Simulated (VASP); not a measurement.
Input of a VASP 6.6.1 run:

The input INCAR:

```
SYSTEM = WC3
ALGO = Normal
EDIFF = 1E-7
ENCUT = 520
GGA = PE
ISIF = 2
ISMEAR = 0
LASPH = .True.
LCHARG = .True.
LELF = .True.
LREAL = .False.
LVHAR = .True.
LWAVE = .False.
NBANDS = 36
NELM = 60
PREC = Accurate
SIGMA = 0.1
```

Contents of KPOINTS:

```
k-points
0
Gamma
  12 12 10
  0 0 0
```

File POSCAR:

```
WC3
1.0
    4.4628686308      0.0000000000      0.0000000000
   -2.2314343154      3.8649576081      0.0000000000
    0.0000000000      0.0000000000      4.2892461766
W C
2 6
Direct
    0.3333333333      0.6666666667      0.2500000000
    0.6666666667      0.3333333333      0.7500000000
    0.7818751631      0.5637503262      0.2500000000
    0.2181248369      0.7818751631      0.7500000000
    0.4362496738      0.2181248369      0.2500000000
    0.2181248369      0.4362496738      0.7500000000
    0.7818751631      0.2181248369      0.2500000000
    0.5637503262      0.7818751631      0.7500000000
```

Potentials or basis: VASP PAW PBE potentials, release 64 (W_sv, C).

Launch:

```bash
$ cat potpaw_PBE.64/W_sv/POTCAR potpaw_PBE.64/C/POTCAR > POTCAR
$ mpirun -np 1 vasp_std > vasp.out
```

What does it give for the largest force?

0.115 eV/Å.

Predict the pressure.

1.2 GPa.

Forces in eV/Å, atoms in the order of the input:
```
W    0.000  0.000  0.000
W    0.000  0.000  0.000
C    0.000  0.115  0.000
C   -0.099  0.057  0.000
C   -0.099 -0.057  0.000
C    0.000 -0.115  0.000
C    0.099 -0.057  0.000
C    0.099  0.057  0.000
```
